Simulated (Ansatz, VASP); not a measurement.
**SnW4 in VASP and in Ansatz**

```xyz
5
Lattice="0.0000 3.7724 3.7724 3.7724 0.0000 3.7724 3.7724 3.7724 0.0000" Properties=species:S:1:pos:R:3 pbc="T T T"
Sn    1.8862    1.8862    1.8862
W     4.7351    6.5820    4.7351
W     6.5820    6.5820    6.5820
W     6.5820    4.7351    4.7351
W     4.7351    4.7351    6.5820
```

Alike in both runs: functional PBE; k mesh 10 × 10 × 10; occupations gaussian, width 0.1 eV; no spin polarisation.

Ansatz relaxed the structure, and its values are those at the end. VASP's run is a single point on that final structure, the one shown.

|  | VASP | Ansatz |
| --- | --- | --- |
| version | VASP 6.6.1 | Ansatz 0.2.0 |
| potentials or method | VASP PAW PBE potentials, release 64 (Sn_d, W_sv), cutoff 520 eV | scalar-relativistic, plane waves, PAW |
| valence electrons in the cell | 70 | 70 |

|  | VASP | Ansatz | Ansatz less VASP |
| --- | --- | --- | --- |
| gap on the k mesh at the Fermi level (eV) | none | none | - |
| pressure (GPa) | 0.3 | 0.0 | -0.34 |
| rms of the force components (eV/Å) | 0.010 | 0.000 | -0.0097 |

A gap of «none» marks a metal or a gap that the smearing closes.

Spin-orbit coupling is off throughout.
